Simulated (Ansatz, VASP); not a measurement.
Two plane-wave programs on NaI

Contents of INCAR:

```
SYSTEM = NaI
PREC     = Accurate       ! precision mode
ENCUT    = 520            ! plane-wave cutoff, eV
EDIFF    = 1E-7           ! SCF threshold, eV
ISMEAR   = 0              ! smearing method
SIGMA    = 0.05           ! smearing width, eV
LREAL    = .False.        ! projectors in reciprocal space
LASPH    = .True.         ! aspherical terms in the spheres
NELM     = 60             ! most SCF steps
ALGO     = Normal         ! electronic algorithm
ISIF     = 2              ! what is computed and relaxed
LWAVE    = .False.        ! write WAVECAR
LCHARG   = .True.         ! write CHGCAR
GGA      = PE             ! functional
LELF     = .True.         ! ELF
LVHAR    = .True.       
NBANDS   = 14             ! bands
```

The input KPOINTS:

```
Automatic mesh
0
Gamma
  6 6 6
  0 0 0
```

POSCAR

```
NaI
1.0
    0.0000000000      3.2364000000      3.2364000000
    3.2364000000      0.0000000000      3.2364000000
    3.2364000000      3.2364000000      0.0000000000
Na I
1 1
Direct
    0.0000000000      0.0000000000      0.0000000000
    0.4613768385      0.5386231615      0.4613768385
```

Input for Ansatz:

```yaml
crystal:
  lattice:
    - [0.0, 3.2364, 3.2364]
    - [3.2364, 0.0, 3.2364]
    - [3.2364, 3.2364, 0.0]
  atoms:
    - { symbol: Na, position: [0.0, 0.0, 0.0] }
    - { symbol: I, position: [0.4613768385, 0.5386231615, 0.4613768385] }
basis:
  ecutwfc: 420
kpoints:
  mp_grid: { grid: [6, 6, 6] }
hamiltonian:
  xc: pbe
scf:
  occupations: { method: gaussian, width: 0.05 }
output:
  forces: true
  stress: true
  eigenvalues: true
  write_density: true
  write_potential: true
  elf: true
  volumetric_format: npy
```

Change from the starting cell: all I atoms moved -0.250 Å, as atom 2 along Cartesian [0 1 0].

Alike in both runs: task single point; functional PBE; k mesh 6 × 6 × 6; occupations gaussian, width 0.05 eV; no spin polarisation.

```csv
,VASP,Ansatz
version,VASP 6.6.1,Ansatz 0.2.0
potentials or method,"VASP PAW PBE potentials, release 64 (Na_pv, I), cutoff 520 eV","scalar-relativistic, plane waves, PAW"
valence electrons in the cell,14,26
```

|  | VASP | Ansatz | Ansatz less VASP |
| --- | --- | --- | --- |
| gap on the k mesh at the Fermi level (eV) | 3.65 | 3.66 | +0.004 |
| least direct gap on the mesh (eV) | 3.65 | 3.66 | +0.004 |
| pressure (GPa) | 0.8 | 0.8 | -0.01 |
| traceless stress, the component that is largest in VASP (GPa) | 0.82 | 0.81 | -0.006 |
| rms of the force components (eV/Å) | 0.162 | 0.160 | -0.0014 |

Atom by atom the forces differ by 0.001 eV/Å (rms over components). VASP's potentials hold 14 valence electrons a cell and Ansatz's 26, so a difference there can come from the potentials and not from the codes.

Neither program's run includes spin-orbit coupling.
